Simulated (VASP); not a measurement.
TiB2, 3 atoms in the cell. The structure is hexagonal, space group P6/mmm (No. 191). The conventional cell has a = 3.029 Å, b = 3.029 Å, c = 3.164 Å, α = 90.00°, β = 90.00°, γ = 120.00°. Ti (site symmetry 6/mmm) has 12 B at 2.36 Å and 6 Ti at 3.03 Å within 3.1 Å. B (site symmetry -6m2) has 3 B at 1.75 Å within 2.3 Å.  This cell differs from its parent crystal: zz strain of -2 %.

| Property | Result |
| --- | --- |
| Program | VASP 6.6.1 |
| Task | single point |
| Functional | PBEsol |
| Potentials or basis | VASP PAW PBE potentials, release 64 (Ti_sv, B) |
| Cutoff | 520 eV |
| k mesh | 15 × 15 × 13 |
| Occupations | fermi-dirac, width 0.08 eV |
| Spin | no spin polarisation |
| Dipole correction | no |
| Further INCAR settings | ALGO = Normal; EDIFF = 1e-06; NBANDS = 16 |

Potentials or basis: VASP PAW PBE potentials, release 64 (Ti_sv, B).

The run is started by

```sh
$ cat potpaw_PBE.64/Ti_sv/POTCAR potpaw_PBE.64/B/POTCAR > POTCAR
$ mpirun -np 1 vasp_std > vasp.out
```

Hardware: 1 thread of Intel(R) Xeon(R) Platinum 8259CL CPU @ 2.50GHz (Skylake/Cascade Lake) (shared host).

Q: Estimate the wall time of this run.

A: Wall time 42 s on 1 thread of Intel(R) Xeon(R) Platinum 8259CL CPU @ 2.50GHz (Skylake/Cascade Lake), on a shared host, peak memory 0.19 GiB. Counts: scf iterations 13, k points 189.
